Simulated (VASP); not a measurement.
Input of a VASP 6.6.1 run:

INCAR

```
PREC = Accurate ; ENCUT = 520
EDIFF = 1E-7 ; ISMEAR = 0
SIGMA = 0.15 ; LREAL = False
LASPH = True ; NELM = 100
ALGO = Fast ; ISIF = 2
LWAVE = False ; LCHARG = True
GGA = PS ; LELF = True
LVHAR = True ; NBANDS = 12
```

File KPOINTS:

```
Automatic mesh
0
Gamma
  22 22 22
```

Contents of POSCAR:

```
V
1.0
   -1.4676100000      1.4676100000      1.5356950000
    1.4676100000     -1.4676100000      1.5356950000
    1.4676100000      1.4676100000     -1.5356950000
V
1
Direct
    0.0000000000      0.0000000000      0.0000000000
```

Potentials or basis: VASP PAW PBE potentials, release 64 (V_sv).

Launch:

```sh
$ cat potpaw_PBE.64/V_sv/POTCAR > POTCAR
$ mpirun -np 1 vasp_std > vasp.out
```

Q: Estimate the pressure.

A: -3.6 GPa.

Stress tensor (GPa, compression positive):
```
-1.62  0.00  0.00
 0.00 -1.62  0.00
 0.00  0.00 -7.62
```

Caveat: the cell differs from its parent crystal (strain -0.030 along x and y, +0.015 along z); the PAW data sets were made with another functional, which shifts forces and pressure a little.
